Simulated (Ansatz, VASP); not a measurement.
AlNi: VASP beside Ansatz

Contents of INCAR:

```
SYSTEM = AlNi
PREC = Accurate
ENCUT = 600
EDIFF = 1E-6
ISMEAR = 0
SIGMA = 0.1
LREAL = .False.
LASPH = .True.
NELM = 80
ALGO = Fast
ISIF = 3
LWAVE = .False.
LCHARG = .False.
GGA = PE
IVDW = 12
IBRION = 2
NSW = 70
EDIFFG = -0.005
```

KPOINTS

```
Automatic mesh
0
Gamma
  16 16 14
  0 0 0
```

The input POSCAR:

```
AlNi
1.0
    2.0428069415     -2.0428126720      0.0000000000
    2.0428069415      2.0428126720      0.0000000000
    0.0000000000      0.0000000000      2.9011416492
Al Ni
1 1
Direct
    0.0000000000      0.0000000000      0.0000000000
    0.5000000000      0.5000000000      0.5000000000
```

Input for Ansatz:

```yaml
crystal:
  lattice:
    - [2.0428069415, -2.042812672, 0.0]
    - [2.0428069415, 2.042812672, 0.0]
    - [0.0, 0.0, 2.9011416492]
  atoms:
    - { symbol: Al, position: [0.0, 0.0, 0.0] }
    - { symbol: Ni, position: [0.5, 0.5, 0.5] }
basis:
  ecutwfc: 420
kpoints:
  mp_grid: { grid: [16, 16, 14] }
hamiltonian:
  xc: pbe
  dispersion: d3bj
scf:
  occupations: { method: gaussian, width: 0.1 }
output:
  forces: true
  stress: true
  eigenvalues: true
relax:
  adjacent_minimum: "off"
  f_tol: 0.005
  max_steps: 50
  cell: { stress_tol: 0.05 }
```

Alike in both runs: task relaxation of cell and atoms; functional PBE; dispersion D3(BJ); k mesh 16 × 16 × 14; occupations gaussian, width 0.1 eV; no spin polarisation.

|  | VASP | Ansatz |
| --- | --- | --- |
| version | VASP 6.6.1 | Ansatz 0.2.0 |
| potentials or method | VASP PAW PBE potentials, release 64 (Al, Ni), cutoff 600 eV | scalar-relativistic, plane waves, PAW |
| valence electrons in the cell | 13 | 21 |

Ansatz gave:

| Quantity | Value |
| --- | --- |
| gap on the k mesh at the Fermi level, each at its own relaxed structure (eV) | none |
| relaxed volume (Å³/atom) | 11.66 |
| relaxed cell length with the largest relative difference (Å) | 2.865 |

**Question.** Which values does VASP return?

**Answer.** gap on the k mesh at the Fermi level, each at its own relaxed structure (eV): none; relaxed volume (Å³/atom): 11.67; relaxed cell length with the largest relative difference (Å): 2.865.

A gap of «none» marks a metal or a gap that the smearing closes. VASP's potentials hold 13 valence electrons a cell and Ansatz's 21, so a difference there can come from the potentials and not from the codes. Ansatz's warnings: structure snapped to symmetry.
